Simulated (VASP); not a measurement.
# CdS (P6_3mc) in VASP: further runs, part 2 of 2

VASP 6.6.1.

## Step 3: Single point, LDA (equal xx and yy strain of -1 %)

INCAR reads:

```
ALGO = Normal ; EDIFF = 1E-7
ENCUT = 520 ; ISIF = 2
ISMEAR = -1 ; LASPH = T
LCHARG = T ; LELF = T
LREAL = F ; LVHAR = T
LWAVE = F ; NBANDS = 26
NELM = 80 ; PREC = Accurate
SIGMA = 0.02
```

KPOINTS reads:

```
k-points
0
Gamma
  8 8 4
```

POSCAR reads:

```
CdS
1.0
    4.0934512114      0.0000000000      0.0000000000
   -2.0467256057      3.5450327382      0.0000000000
    0.0000000000      0.0000000000      6.7490000000
Cd S
2 2
Direct
    0.3333333333      0.6666666667      0.0000000000
    0.6666666667      0.3333333333      0.5000000000
    0.3333333333      0.6666666667      0.3850000000
    0.6666666667      0.3333333333      0.8850000000
```

Potentials or basis: VASP PAW LDA potentials, release 64 (Cd, S).

Started as:

```bash
cat potpaw_LDA.64/Cd/POTCAR potpaw_LDA.64/S/POTCAR > POTCAR
mpirun -np 1 vasp_std > vasp.out
```

OUTCAR:

```text
EDIFF = 1E-7
   ENCUT = 520
   ISIF = 2
   ISMEAR = -1
   LASPH = T
   LREAL = F
   NELM = 80
   PREC = Accurate

 ion  position               nearest neighbor table
   1  0.333  0.667  0.000-   4 2.49   4 2.49   4 2.49   3 2.60
   2  0.667  0.333  0.500-   3 2.49   3 2.49   3 2.49   4 2.60
   3  0.333  0.667  0.385-   2 2.49   2 2.49   2 2.49   1 2.60
   4  0.667  0.333  0.885-   1 2.49   1 2.49   1 2.49   2 2.60

  LATTYP: Found a hexagonal cell.
[... 894 lines left out ...]

  FORCE on cell =-STRESS in cart. coord.  units (eV):
  Direction    XX          YY          ZZ          XY          YZ          ZX
  --------------------------------------------------------------------------------------
  -------------------------------------------------------------------------------------
  Total        0.0403097      0.0403097     -1.8889813      0.0000000      0.0000000      0.0000000
  in kB        0.6594335      0.6594335    -30.9021679      0.0000000      0.0000000      0.0000000
  external PRESSURE =      -9.8611003 kB  Pullay stress =       0.0000000 kB

 VOLUME and BASIS-vectors are now :
 -----------------------------------------------------------------------------
  energy-cutoff  :      520.00
  volume of cell :       97.94
      direct lattice vectors                 reciprocal lattice vectors
     4.093451211  0.000000000  0.000000000     0.244292639  0.141042421  0.000000000
    -2.046725606  3.545032738  0.000000000     0.000000000  0.282084842  0.000000000
     0.000000000  0.000000000  6.749000000     0.000000000  0.000000000  0.148170099

 POSITION                                       TOTAL-FORCE (eV/Angst)
 -----------------------------------------------------------------------------------
     -0.00000      2.36336      0.00000         0.000000     -0.000000      0.325695
      2.04673      1.18168      3.37450        -0.000000     -0.000000      0.325695
     -0.00000      2.36336      2.59836        -0.000000      0.000000     -0.325695
      2.04673      1.18168      5.97286         0.000000     -0.000000     -0.325695
 -----------------------------------------------------------------------------------
    total drift:                               -0.000000      0.000000     -0.000334

  FREE ENERGIE OF THE ION-ELECTRON SYSTEM (eV)
  ---------------------------------------------------
  free  energy   TOTEN  =       -14.7840969565 eV

  energy  without entropy=      -14.7840969564  energy(sigma->0) =      -14.78409696
```

OSZICAR:

```text
N       E                     dE             d eps       ncg     rms          rms(c)
DAV:   1     0.248284262632E+03    0.24828E+03   -0.17461E+04  1560   0.127E+03
DAV:   2    -0.201700917228E+01   -0.25030E+03   -0.24173E+03  1692   0.323E+02
DAV:   3    -0.156749555850E+02   -0.13658E+02   -0.13571E+02  1894   0.764E+01
DAV:   4    -0.158141850626E+02   -0.13923E+00   -0.13912E+00  1774   0.731E+00
[... 13 lines left out ...]
DAV:  18    -0.147840966054E+02    0.39383E-04   -0.10933E-04  1686   0.449E-02    0.139E-02
DAV:  19    -0.147840979545E+02   -0.13491E-05   -0.56967E-06  1754   0.123E-02    0.366E-02
DAV:  20    -0.147840974110E+02    0.54350E-06   -0.32123E-07  1622   0.385E-03    0.230E-02
DAV:  21    -0.147840969869E+02    0.42408E-06   -0.36199E-06  1580   0.812E-03    0.825E-03
DAV:  22    -0.147840969565E+02    0.30467E-07   -0.13766E-07  1222   0.257E-03
   1 F= -.14784097E+02 E0= -.14784097E+02  d E =-.378929E-10
```

Wall time 2.4 min (1 thread of Intel Xeon 8259CL, shared host); peak memory 0.21 GiB.

Results:

- Free energy: -14.7841 eV
- Pressure: -1.0 GPa
- Largest force: 0.326 eV/Å
- Band gap on the k mesh: 1.01 eV

Forces in eV/Å, atoms in the order of the input:
```
Cd   0.000  0.000  0.326
Cd   0.000  0.000  0.326
S    0.000  0.000 -0.326
S    0.000  0.000 -0.326
```

Caveat: the cell differs from its parent crystal (equal xx and yy strain of -1 %).

## Step 4: Single point, LDA (equal xx and yy strain of +1 %)

INCAR reads:

```
SYSTEM = CdS
PREC     = Accurate       ! precision mode
ENCUT    = 520            ! plane-wave cutoff, eV
EDIFF    = 1E-6           ! SCF threshold, eV
ISMEAR   = -1             ! smearing method
SIGMA    = 0.02           ! smearing width, eV
LREAL    = .False.        ! projectors in reciprocal space
LASPH    = .True.         ! aspherical terms in the spheres
NELM     = 100            ! most SCF steps
ALGO     = Normal         ! electronic algorithm
ISIF     = 2              ! what is computed and relaxed
LWAVE    = .False.        ! write WAVECAR
LCHARG   = .False.        ! write CHGCAR
GGA      = CA             ! functional
NBANDS   = 26             ! bands
```

KPOINTS reads:

```
regular mesh
0
Gamma
  8 8 4
  0 0 0
```

Edit POSCAR of step 3 so:

```diff
@@ -2,4 +2,4 @@
 1.0
-    4.0934512114      0.0000000000      0.0000000000
-   -2.0467256057      3.5450327382      0.0000000000
+    4.1761471954      0.0000000000      0.0000000000
+   -2.0880735977      3.6166495612      0.0000000000
     0.0000000000      0.0000000000      6.7490000000
```

Started as:

```bash
cat potpaw_LDA.64/Cd/POTCAR potpaw_LDA.64/S/POTCAR > POTCAR
mpirun -np 1 vasp_std > vasp.out
```

Run time: 78 s. Hardware: 1 thread of Intel Xeon 8259CL, shared host; peak memory 0.22 GiB.

Results (log left out):

```yaml
Free_energy: -14.7448 eV
Pressure: -3.4 GPa
Largest_force: 0.181 eV/Å
Band_gap_on_the_k_mesh: 0.93 eV
```

Forces in eV/Å, atoms in the order of the input:
```
Cd   0.000  0.000  0.181
Cd   0.000  0.000  0.181
S    0.000  0.000 -0.181
S    0.000  0.000 -0.181
```

Stress tensor (GPa, compression positive):
```
-3.16  0.00  0.00
 0.00 -3.16  0.00
 0.00  0.00 -3.98
```

Levels at points of the mesh, in eV from the valence-band top:
```tsv
k point	band 16	band 17	band 18	band 19	band 20	band 21
(0.00, 0.00, 0.00)	0.00	0.00	0.00	0.93	2.43	6.27
(0.50, 0.00, 0.00)	-1.85	-1.20	-0.80	3.50	3.62	4.96
(0.00, 0.00, 0.50)	-0.37	-0.37	-0.37	2.56	2.56	5.94
(0.50, 0.00, 0.50)	-1.35	-1.23	-1.23	3.30	3.30	5.13
```

Caveat: the cell differs from its parent crystal (equal xx and yy strain of +1 %); the cell stands under tension.

## Step 5: Summary

```csv
cell,gap on the mesh (eV),pressure (GPa),largest force (eV/Å)
"a = 4.052, b = 4.052, c = 6.749 Å, angles 90.0, 90.0, 120.0°, 4 atoms",1.04,0.5,0.42
"a = 4.093, b = 4.093, c = 6.749 Å, angles 90.0, 90.0, 120.0°, 4 atoms",1.01,-1.0,0.33
"a = 4.176, b = 4.176, c = 6.749 Å, angles 90.0, 90.0, 120.0°, 4 atoms",0.93,-3.4,0.18
```

Alike in all rows: task single point; level LDA; potentials or basis VASP PAW LDA potentials, release 64 (Cd, S); no spin polarisation; k mesh 8 × 8 × 4; cutoff (eV) 520; smearing fermi-dirac 0.02 eV.

Caveats: the cell stands under tension (at least some runs).

Absolute energies hang on the potentials; compare differences alone.
